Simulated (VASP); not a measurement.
# GaP in VASP: single point with PBE+D3(BJ)

Aim: the single point of GaP with PBE+D3(BJ).

Program: VASP 6.6.1. These are calculated values, not measurements. Logs are shortened: lines on timing, memory, paths and dates and some standing lists are left out, and cuts for length are marked.

### 1 The cell of the first run

The cell holds a slab with vacuum, 24 atoms: a = 7.702 Å, b = 7.702 Å, c = 23.074 Å, α = 90.00°, β = 90.00°, γ = 120.00°.

### 2 Single point, PBE+D3(BJ)

Contents of INCAR:

```
PREC     = Accurate       # precision mode
ENCUT    = 520            # plane-wave cutoff, eV
EDIFF    = 1E-6           # SCF threshold, eV
ISMEAR   = 0              # smearing method
SIGMA    = 0.05           # smearing width, eV
LREAL    = Auto         
LASPH    = True           # aspherical terms in the spheres
NELM     = 60             # most SCF steps
ALGO     = Normal         # electronic algorithm
ISIF     = 2              # what is computed and relaxed
LWAVE    = False          # write WAVECAR
LCHARG   = False          # write CHGCAR
LDIPOL   = True         
IDIPOL   = 3            
DIPOL    = 0.5 0.5 0.500
GGA      = PE             # functional
IVDW     = 12             # dispersion correction
NBANDS   = 126            # bands
```

Contents of KPOINTS:

```
regular mesh
0
Gamma
  3 3 1
```

Contents of POSCAR:

```
GaP
1.0
    7.7015734180      0.0000000000      0.0000000000
   -3.8507867090      6.6697582291      0.0000000000
    0.0000000000      0.0000000000     23.0743469090
P Ga
12 12
Direct
    0.5000000000      0.0000000000      0.3467053708
    0.5000000000      0.5000000000      0.3467053708
    0.0000000000      0.0000000000      0.3467053708
    0.0000000000      0.5000000000      0.3467053708
    0.6666666667      0.8333333333      0.4829672634
    0.6666666667      0.3333333333      0.4829672634
    0.1666666667      0.8333333333      0.4829672634
    0.1666666667      0.3333333333      0.4829672634
    0.8333333333      0.6666666667      0.6218732252
    0.8333333333      0.1666666667      0.6218732252
    0.3333333333      0.6666666667      0.6218732252
    0.3333333333      0.1666666667      0.6218732252
    0.1666666667      0.8333333333      0.3807708439
    0.1666666667      0.3333333333      0.3807708439
    0.6666666667      0.8333333333      0.3807708439
    0.6666666667      0.3333333333      0.3807708439
    0.3333333333      0.6666666667      0.5143496034
    0.3333333333      0.1666666667      0.5143496034
    0.8333333333      0.6666666667      0.5143496034
    0.8333333333      0.1666666667      0.5143496034
    0.5000000000      0.5000000000      0.6511423313
    0.5000000000      0.0000000000      0.6511423313
    0.0000000000      0.5000000000      0.6511423313
    0.0000000000      0.0000000000      0.6511423313
```

Potentials or basis: VASP PAW PBE potentials, release 64 (P, Ga_d).

Started as:

```
$ cat potpaw_PBE.64/P/POTCAR potpaw_PBE.64/Ga_d/POTCAR > POTCAR
$ mpirun -np 1 vasp_std > vasp.out
```

OUTCAR:

```text
PREC = Accurate
   ENCUT = 520
   EDIFF = 1E-6
   ISMEAR = 0
   LREAL = Auto
   LASPH = True
   NELM = 60
   ISIF = 2
   GGA = PE
   IVDW = 12
 IVDW          = 12

 ion  position               nearest neighbor table
   1  0.500  0.000  0.347-  13 2.36  16 2.36  15 2.36
   2  0.500  0.500  0.347-  14 2.36  15 2.36  16 2.36
   3  0.000  0.000  0.347-  15 2.36  14 2.36  13 2.36
   4  0.000  0.500  0.347-  16 2.36  13 2.36  14 2.36
   5  0.667  0.833  0.483-  19 2.34  17 2.34  20 2.34  15 2.36
   6  0.667  0.333  0.483-  20 2.34  18 2.34  19 2.34  16 2.36
   7  0.167  0.833  0.483-  17 2.34  19 2.34  18 2.34  13 2.36
   8  0.167  0.333  0.483-  18 2.34  20 2.34  17 2.34  14 2.36
   9  0.833  0.667  0.622-  21 2.32  24 2.32  23 2.32  19 2.48
  10  0.833  0.167  0.622-  22 2.32  23 2.32  24 2.32  20 2.48
[... 8 lines left out ...]
  19  0.833  0.667  0.514-   5 2.34   7 2.34   6 2.34   9 2.48
  20  0.833  0.167  0.514-   6 2.34   8 2.34   5 2.34  10 2.48
  21  0.500  0.500  0.651-   9 2.32  12 2.32  11 2.32
  22  0.500  0.000  0.651-  10 2.32  11 2.32  12 2.32
  23  0.000  0.500  0.651-  11 2.32  10 2.32   9 2.32
  24  0.000  0.000  0.651-  12 2.32   9 2.32  10 2.32

  LATTYP: Found a hexagonal cell.
 ALAT       =     7.7015734180
 C/A-ratio  =     2.9960562156

  Lattice vectors:

 A1 = (   7.7015734180,   0.0000000000,   0.0000000000)
 A2 = (  -3.8507867090,   6.6697582291,   0.0000000000)
 A3 = (   0.0000000000,   0.0000000000,  23.0743469090)

Analysis of symmetry for initial positions (statically):
=====================================================================
 Subroutine PRICEL returns following result:

  LATTYP: Found a hexagonal cell.
 ALAT       =     3.8507867090
 C/A-ratio  =     5.9921124312

  Lattice vectors:

 A1 = (   3.8507867090,   0.0000000000,   0.0000000000)
 A2 = (  -1.9253933545,   3.3348791145,   0.0000000000)
 A3 = (   0.0000000000,   0.0000000000,  23.0743469090)

   4 primitive cells build up your supercell.

 Routine SETGRP: Setting up the symmetry group for a
 hexagonal supercell.

 Subroutine GETGRP returns: Found  6 space group operations
 (whereof  6 operations were pure point group operations)
 out of a pool of 24 trial point group operations.

The static configuration has the point symmetry C_3v.

Analysis of symmetry for dynamics (positions and initial velocities):
=====================================================================
 Subroutine PRICEL returns following result:

  LATTYP: Found a hexagonal cell.
 ALAT       =     3.8507867090
 C/A-ratio  =     5.9921124312

  Lattice vectors:

 A1 = (   3.8507867090,   0.0000000000,   0.0000000000)
 A2 = (  -1.9253933545,   3.3348791145,   0.0000000000)
 A3 = (   0.0000000000,   0.0000000000,  23.0743469090)

   4 primitive cells build up your supercell.

 Routine SETGRP: Setting up the symmetry group for a
 hexagonal supercell.

 Subroutine GETGRP returns: Found  6 space group operations
 (whereof  6 operations were pure point group operations)
 out of a pool of 24 trial point group operations.

The dynamic configuration has the point symmetry C_3v.

 Subroutine INISYM returns: Found  6 space group operations
 (whereof  6 operations are pure point group operations),
 and found     4 'primitive' translations

----------------------------------------------------------------------------------------

                                     Primitive cell

  volume of cell :     296.3186

  direct lattice vectors                    reciprocal lattice vectors
     3.850786709  0.000000000  0.000000000     0.259687195  0.149930472  0.000000000
    -1.925393354  3.334879115  0.000000000     0.000000000  0.299860944  0.000000000
     0.000000000  0.000000000 23.074346909     0.000000000  0.000000000  0.043338171

  length of vectors
     3.850786709  3.850786709 23.074346909     0.299860944  0.299860944  0.043338171

  position of ions in fractional coordinates (direct lattice)
     0.000000000  0.000000000  0.346705371
     0.333333333  0.666666667  0.482967263
     0.666666667  0.333333333  0.621873225
     0.333333333  0.666666667  0.380770844
     0.666666667  0.333333333  0.514349603
     0.000000000  0.000000000  0.651142331

  ion indices of the primitive-cell ions
   primitive index   ion index
                 1           1
                 2           5
                 3          12
                 4          15
                 5          18
                 6          22

----------------------------------------------------------------------------------------

 KPOINTS: regular mesh

Automatic generation of k-mesh.
 Grid dimensions read from file:
 generate k-points for:    3    3    1

 Generating k-lattice:

  Cartesian coordinates                     Fractional coordinates (reciprocal lattice)
     0.043281199  0.024988412  0.000000000     0.333333333 -0.000000000  0.000000000
     0.000000000  0.049976824  0.000000000     0.000000000  0.333333333  0.000000000
     0.000000000  0.000000000  0.043338171     0.000000000  0.000000000  1.000000000

  Length of vectors
     0.049976824  0.049976824  0.043338171

  Shift w.r.t. Gamma in fractional coordinates (k-lattice)
     0.000000000  0.000000000  0.000000000

 Subroutine IBZKPT returns following result:
 ===========================================

 Found      3 irreducible k-points:

 Following reciprocal coordinates:
            Coordinates               Weight
  0.000000  0.000000  0.000000      1.000000
  0.333333  0.000000  0.000000      6.000000
  0.333333  0.333333  0.000000      2.000000
   k-points           NKPTS =      3   k-points in BZ     NKDIM =      3   number of bands    NBANDS=    126
   number of dos      NEDOS =    301   number of ions     NIONS =     24
   total plane-waves  NPLWV = 648000
   dimension x,y,z NGX =    60 NGY =   60 NGZ =  180
   dimension x,y,z NGXF=   120 NGYF=  120 NGZF=  360
   ions per type =              12  12
   NGX,Y,Z   is equivalent  to a cutoff of  12.95, 12.95, 12.97 a.u.
   NGXF,Y,Z  is equivalent  to a cutoff of  25.90, 25.90, 25.94 a.u.
 SYSTEM =  unknown system
   PREC   = accura    normal or accurate (medium, high low for compatibility)
   ISTART =      0    job   : 0-new  1-cont  2-samecut
   ICHARG =      2    charge: 1-file 2-atom 10-const
   ISPIN  =      1    spin polarized calculation?
   LNONCOLLINEAR =      F non collinear calculations
   LSORBIT =      F    spin-orbit coupling
   LASPH  =      T    aspherical Exc in radial PAW
   ENCUT  =  520.0 eV  38.22 Ry    6.18 a.u.  14.32 14.32 42.90*2*pi/ulx,y,z
   NELM   =     60;   NELMIN=  2; NELMDL= -5     # of ELM steps
   EDIFF  = 0.1E-05   stopping-criterion for ELM
   LREAL  =      T    real-space projection
   EDIFFG = 0.1E-04   stopping-criterion for IOM
   NSW    =      0    number of steps for IOM
   IBRION =     -1    ionic relax: 0-MD 1-quasi-New 2-CG
   NFREE  =      0    steps in history (QN), initial steepest desc. (CG)
   ISIF   =      2    stress and relaxation
   ISYM   =      2    0-nonsym 1-usesym 2-fastsym
   POTIM  = 0.5000    time-step for ionic-motion
   TEBEG  =    0.0;   TEEND  =   0.0 temperature during run
   PSTRESS=    0.0 pullay stress
   NELECT =     216.0000    total number of electrons
   NUPDOWN=      -1.0000    fix difference up-down
   EMIN   =  10.00;   EMAX   =-10.00  energy-range for DOS
   EFERMI =   0.00;   METHOD = LEGACY
   ISMEAR =     0;   SIGMA  =   0.05  broadening in eV -4-tet -1-fermi 0-gaus
   EFERMI_NEDOS =   21; number of points for ismear=-14 and -15
   IALGO  =     38    algorithm
   IMIX   =      4    mixing-type and parameters
     AMIX     =   0.40;   BMIX     =  1.00
     AMIX_MAG =   1.60;   BMIX_MAG =  1.00
  volume/ion in A,a.u.               =      49.39       333.28
  Fermi-wavevector in a.u.,A,eV,Ry     =   0.928153  1.753956 11.720994  0.861469
  Thomas-Fermi vector in A             =   2.054300
   LORBIT       =      0    0 simple, 1 ext, 2 COOP (PROOUT), +10 PAW based schemes
   GGA     = PE    functional components
   LHFCALC =     F    Hartree Fock is set to
   AEXX    =    0.0000 exact exchange contribution
   IVDW    =    12    specifies the selected vdW correction
   LEPSILON=     F    determine dielectric tensor
   LRPA    =     F    only Hartree local field effects (RPA)
 non-spin polarized calculation
 Gauss-broadening in eV      SIGMA  =   0.05
  energy-cutoff  :      520.00
  volume of cell :     1185.27
 maximum number of plane-waves:     31932
 NGX is ok and might be reduce to    60
   NGX = 29   NGY = 29   NGZ = 85

 number of electron     215.9999972 magnetization

 dipolmoment           0.000000      0.000000     -0.754483 electrons x Angstroem

 Free energy of the ion-electron system (eV)
  ---------------------------------------------------
  ext. energy  EPLUGINS =         0.00000000
  ---------------------------------------------------
  free energy    TOTEN  =      -100.86739141 eV

  energy without entropy =     -100.85313283  energy(sigma->0) =     -100.86026212

 E-fermi :  -0.6912     XC(G=0):  -4.6696

 val. band max:       -0.6982111071   @ k =   0.0000   0.0000   0.0000
 cond. band min:      -0.6196884020   @ k =   0.3333   0.0000   0.0000
 fundamental gap:      0.0785227051
 Fermi energy:        -0.6912478365

 k-point     1 :       0.0000    0.0000    0.0000
  band No.  band energies     occupation
      1     -16.5558      2.00000
      2     -16.5558      2.00000
      3     -16.5558      2.00000
      4     -16.5320      2.00000
      5     -16.4541      2.00000
      6     -16.4541      2.00000
[... 112 lines left out ...]
    119       1.2655      0.00000
    120       1.2655      0.00000

 k-point     2 :       0.3333    0.0000    0.0000
  band No.  band energies     occupation
      1     -16.5488      2.00000
      2     -16.5488      2.00000
      3     -16.5451      2.00000
      4     -16.5315      2.00000
      5     -16.4584      2.00000
      6     -16.4537      2.00000
[... 112 lines left out ...]
    119       1.8839      0.00000
    120       2.0383      0.00000

 k-point     3 :       0.3333    0.3333    0.0000
  band No.  band energies     occupation
      1     -16.5472      2.00000
      2     -16.5377      2.00000
      3     -16.5377      2.00000
      4     -16.5377      2.00000
      5     -16.4579      2.00000
      6     -16.4579      2.00000
[... 112 lines left out ...]
    119       2.3703      0.00000
    120       2.3703      0.00000
 [bands above 120 left out]

------------------------ aborting loop because EDIFF is reached ----------------------------------------

 vacuum level on the upper side and lower side of the slab       (xc-potential included)        -1.423         1.168

 Edisp (eV)   -5.87185

 E8    (eV) :    -2.5732

  FORCE on cell =-STRESS in cart. coord.  units (eV):
  Direction    XX          YY          ZZ          XY          YZ          ZX
  --------------------------------------------------------------------------------------
  -------------------------------------------------------------------------------------
  Total      -1.00591    -1.00591     5.68734     0.00000     0.00000     0.00000
  in kB      -1.35972    -1.35972     7.68777     0.00000     0.00000     0.00000
  external pressure =        1.66 kB  Pullay stress =        0.00 kB

 VOLUME and BASIS-vectors are now :
 -----------------------------------------------------------------------------
  energy-cutoff  :      520.00
  volume of cell :     1185.27
      direct lattice vectors                 reciprocal lattice vectors
     7.701573418  0.000000000  0.000000000     0.129843598  0.074965236  0.000000000
    -3.850786709  6.669758229  0.000000000     0.000000000  0.149930472  0.000000000
     0.000000000  0.000000000 23.074346909     0.000000000  0.000000000  0.043338171

 POSITION                                       TOTAL-FORCE (eV/Angst)
 -----------------------------------------------------------------------------------
      3.85079      0.00000      8.00000        -0.000000     -0.000000      0.208324
      1.92539      3.33488      8.00000         0.000000      0.000000      0.208324
      0.00000      0.00000      8.00000        -0.000000     -0.000000      0.208324
     -1.92539      3.33488      8.00000         0.000000      0.000000      0.208324
      1.92539      5.55813     11.14415         0.000000      0.000000      0.633921
      3.85079      2.22325     11.14415        -0.000000      0.000000      0.633921
[... 16 lines left out ...]
     -1.92539      3.33488     15.02468        -0.000000     -0.000000      0.015071
      0.00000      0.00000     15.02468         0.000000     -0.000000      0.015071
 -----------------------------------------------------------------------------------
    total drift:                               -0.000012      0.000009      0.003020

  FREE ENERGIE OF THE ION-ELECTRON SYSTEM (eV)
  ---------------------------------------------------
  free  energy   TOTEN  =      -106.7392392850 eV

  energy  without entropy=     -106.7249807017  energy(sigma->0) =     -106.73210999

 vacuum level on the upper side and lower side of the slab         2.581         5.231
```

It took 38 min on 1 thread of AMD EPYC 7R43 (Zen 3), shared host; peak memory 1.3 GiB.

Results:

| Property | Result |
| --- | --- |
| Free energy | -106.7392 eV |
| Largest force | 0.855 eV/Å |
| Band gap on the k mesh | zero (filled and empty bands touch) |
| Dispersion energy per atom | -0.245 eV |

Forces on the atoms (eV/Å):
```
P    0.000  0.000  0.208
P    0.000  0.000  0.208
P    0.000  0.000  0.208
P    0.000  0.000  0.208
P    0.000  0.000  0.634
P    0.000  0.000  0.634
P    0.000  0.000  0.634
P    0.000  0.000  0.634
P    0.000  0.000  0.014
P    0.000  0.000  0.014
P    0.000  0.000  0.014
P    0.000  0.000  0.014
Ga   0.000  0.000 -0.855
Ga   0.000  0.000 -0.855
Ga   0.000  0.000 -0.855
Ga   0.000  0.000 -0.855
Ga   0.000  0.000 -0.017
Ga   0.000  0.000 -0.017
Ga   0.000  0.000 -0.017
Ga   0.000  0.000 -0.017
Ga   0.000  0.000  0.015
Ga   0.000  0.000  0.015
Ga   0.000  0.000  0.015
Ga   0.000  0.000  0.015
```

Levels at points of the mesh, in eV from the Fermi level:
```csv
k point,band 105,band 106,band 107,band 108,band 109,band 110,band 111,band 112
"(0.00, 0.00, 0.00)",-0.63,-0.63,-0.01,-0.01,-0.01,0.22,0.22,0.57
```

The gap in the log of VASP goes by the Fermi energy; the results here count the filled bands.